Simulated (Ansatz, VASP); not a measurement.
# One calculation of BeTe2, two programs

INCAR

```
SYSTEM = BeTe2
  PREC = Accurate
  ENCUT = 600
  EDIFF = 1E-6
  ISMEAR = 0
  SIGMA = 0.2
  LREAL = .False.
  LASPH = .True.
  NELM = 60
  ALGO = Normal
  ISIF = 3
  LWAVE = .False.
  LCHARG = .False.
  GGA = PE
  IBRION = 2
  NSW = 36
  EDIFFG = -0.08
```

Contents of KPOINTS:

```
Automatic mesh
0
Gamma
  4 4 4
  0 0 0
```

POSCAR

```
BeTe2
1.0
   -2.9250000000      4.3000000000      2.9000000000
    2.9250000000     -4.3000000000      2.9000000000
    2.9250000000      4.3000000000     -2.9000000000
Be Te
2 4
Direct
    0.7500000000      0.7500000000      0.0000000000
    0.2500000000      0.2500000000      0.0000000000
    0.3820000000      0.7900000000      0.1720000000
    0.8820000000      0.7100000000      0.5920000000
    0.1180000000      0.2900000000      0.4080000000
    0.6180000000      0.2100000000      0.8280000000
```

Input for Ansatz:

```yaml
crystal:
  lattice:
    - [-2.925, 4.3, 2.9]
    - [2.925, -4.3, 2.9]
    - [2.925, 4.3, -2.9]
  atoms:
    - { symbol: Be, position: [0.75, 0.75, 0.0] }
    - { symbol: Be, position: [0.25, 0.25, 0.0] }
    - { symbol: Te, position: [0.382, 0.79, 0.172] }
    - { symbol: Te, position: [0.882, 0.71, 0.592] }
    - { symbol: Te, position: [0.118, 0.29, 0.408] }
    - { symbol: Te, position: [0.618, 0.21, 0.828] }
basis:
  ecutwfc: 420
kpoints:
  mp_grid: { grid: [4, 4, 4] }
hamiltonian:
  xc: pbe
scf:
  occupations: { method: gaussian, width: 0.2 }
  lower_state_search: "off"
output:
  forces: true
  stress: true
  eigenvalues: true
relax:
  adjacent_minimum: "off"
  f_tol: 0.08
  max_steps: 16
  cell: { stress_tol: 0.8 }
```

Alike in both runs: task relaxation of cell and atoms; functional PBE; k mesh 4 × 4 × 4; occupations gaussian, width 0.2 eV; no spin polarisation.

```csv
,VASP,Ansatz
version,VASP 6.6.1,Ansatz 0.2.0
potentials or method,"VASP PAW PBE potentials, release 64 (Be, Te), cutoff 600 eV","scalar-relativistic, plane waves, PAW"
valence electrons in the cell,28,68
```

VASP gave:

```
gap on the k mesh at the Fermi level, each at its own relaxed structure (eV) : 0.24
relaxed volume (Å³/atom)                                                     : 26.14
relaxed cell length with the largest relative difference (Å)                 : 6.457
```

**Question.** Estimate Ansatz's values.

**Answer.** gap on the k mesh at the Fermi level, each at its own relaxed structure (eV): 0.20; relaxed volume (Å³/atom): 25.76; relaxed cell length with the largest relative difference (Å): 6.412.

VASP's potentials hold 28 valence electrons a cell and Ansatz's 68, so a difference there can come from the potentials and not from the codes.

Spin-orbit coupling is off throughout.
